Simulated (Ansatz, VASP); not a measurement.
**GaN in VASP and in Ansatz**

```xyz
4
Lattice="3.1800 0.0000 0.0000 -1.5900 2.7540 0.0000 0.0000 0.0000 5.0110" Properties=species:S:1:pos:R:3 pbc="T T T"
Ga    0.0000    1.8360    0.0197
Ga    1.5900    0.9180    2.5253
N     0.0000    1.8360    1.9095
N     1.5900    0.9180    4.4150
```

Change from the starting cell: z stretched by -3 %, ions relaxed.

Alike in both runs: task relaxation of the atoms; functional PBE; k mesh 11 × 11 × 6; occupations fermi-dirac, width 0.02 eV; no spin polarisation.

```csv
,VASP,Ansatz
version,VASP 6.6.1,Ansatz 0.2.0
potentials or method,"VASP PAW PBE potentials, release 64 (Ga_d, N)","plane-wave PAW, scalar-relativistic"
plane-wave cutoff (eV),520,420
valence electrons in the cell,36,36
```

Ansatz gave:

```
gap on the k mesh at the Fermi level, each at its own relaxed structure (eV) : 2.12
```

Task: Which values does VASP return?

Result: gap on the k mesh at the Fermi level, each at its own relaxed structure (eV): 2.13.

Ansatz's warnings: stress scf threshold loose.
